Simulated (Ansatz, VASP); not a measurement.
Ge in VASP and in Ansatz

Contents of INCAR:

```
SYSTEM = Ge
ALGO = Normal
EDIFF = 1E-6
ENCUT = 520
GGA = PS
ISIF = 2
ISMEAR = 0
LASPH = .True.
LCHARG = .True.
LELF = .True.
LREAL = .False.
LVHAR = .True.
LWAVE = .False.
NBANDS = 21
NELM = 100
PREC = Accurate
SIGMA = 0.15
```

File KPOINTS:

```
k-points
0
Gamma
  20 20 20
  0 0 0
```

POSCAR

```
Ge
1.0
   -2.4958980000      2.6773716300      1.4369470000
    2.4958980000     -2.6773716300      1.4369470000
    2.4958980000      2.6773716300     -1.4369470000
Ge
2
Direct
    0.1859430000      0.9359430000      0.2500000000
    0.8140570000      0.0640570000      0.7500000000
```

Input for Ansatz:

```yaml
crystal:
  lattice:
    - [-2.495898, 2.67737163, 1.436947]
    - [2.495898, -2.67737163, 1.436947]
    - [2.495898, 2.67737163, -1.436947]
  atoms:
    - { symbol: Ge, position: [0.185943, 0.935943, 0.25] }
    - { symbol: Ge, position: [0.814057, 0.064057, 0.75] }
basis:
  ecutwfc: 420
kpoints:
  mp_grid: { grid: [20, 20, 20] }
hamiltonian:
  xc: pbesol
scf:
  occupations: { method: gaussian, width: 0.15 }
output:
  forces: true
  stress: true
  eigenvalues: true
```

Change from the starting cell: strain +0.0100 x Voigt [0, 1, 0, 0, 0, 0], atoms carried along.

Alike in both runs: task single point; functional PBEsol; k mesh 20 × 20 × 20; occupations gaussian, width 0.15 eV; no spin polarisation.

```csv
,VASP,Ansatz
version,VASP 6.6.1,Ansatz 0.2.0
potentials or method,"VASP PAW PBE potentials, release 64 (Ge_d), cutoff 520 eV","scalar-relativistic, plane waves, PAW"
valence electrons in the cell,28,28
```

|  | VASP | Ansatz | Ansatz less VASP |
| --- | --- | --- | --- |
| gap on the k mesh at the Fermi level (eV) | none | none | - |
| pressure (GPa) | -3.2 | -3.1 | +0.08 |
| traceless stress, the component that is largest in VASP (GPa) | -1.46 | -1.44 | +0.023 |
| rms of the force components (eV/Å) | 0.017 | 0.017 | -0.0004 |

VASP's potentials were made for PBE, not for PBEsol. Atom by atom the forces differ by 0.000 eV/Å (rms over components). A gap of «none» marks a metal or a gap that the smearing closes.
